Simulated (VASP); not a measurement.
Here is a VASP 6.6.1 calculation.

Contents of POSCAR:

```
SiC
1.0
    0.0000000000      2.1740000000      2.1740000000
    2.1740000000      0.0000000000      2.1740000000
    2.1740000000      2.1740000000      0.0000000000
Si C
1 1
Direct
    0.0000000000      0.0000000000      0.0000000000
    0.7758739650      0.7758739650      0.7241260350
```

The input INCAR.step1:

```
PREC = Accurate
ENCUT = 520
ISMEAR = 0
SIGMA = 0.05
LREAL = F
LASPH = T
NELM = 100
NBANDS = 11
GGA = PE
ALGO = Normal
EDIFF = 1E-4
LWAVE = T
LCHARG = F
```

The input INCAR.step2:

```
PREC = Accurate
ENCUT = 520
EDIFF = 1E-7
ISMEAR = 0
SIGMA = 0.05
LREAL = F
LASPH = T
NELM = 100
ALGO = Normal
ISIF = 2
LWAVE = F
LCHARG = F
METAGGA = R2SCAN
LMIXTAU = T
NBANDS = 11
ISTART = 1
```

KPOINTS

```
Automatic mesh
0
Gamma
  12 12 12
```

Potentials or basis: VASP PAW PBE potentials, release 64 (Si, C).

The run is started by

```sh
$ cat potpaw_PBE.64/Si/POTCAR potpaw_PBE.64/C/POTCAR > POTCAR
$ cp INCAR.step1 INCAR
$ mpirun -np 1 vasp_std > vasp.out
$ cp INCAR.step2 INCAR
$ mpirun -np 1 vasp_std > vasp.out
```

(1) Estimate the pressure.

(2) What does it give for the largest force?

(3) What does it give for the band gap on the k mesh?

Answers

(1) 2.7 GPa.

(2) 2.207 eV/Å.

(3) 1.17 eV, indirect (least direct gap 4.78 eV).

Caveat: the cell differs from its parent crystal (all C atoms moved +0.113 Å, as atom 2 along Cartesian [0 0 1]); the PAW data sets were made with another functional, which shifts forces and pressure a little.
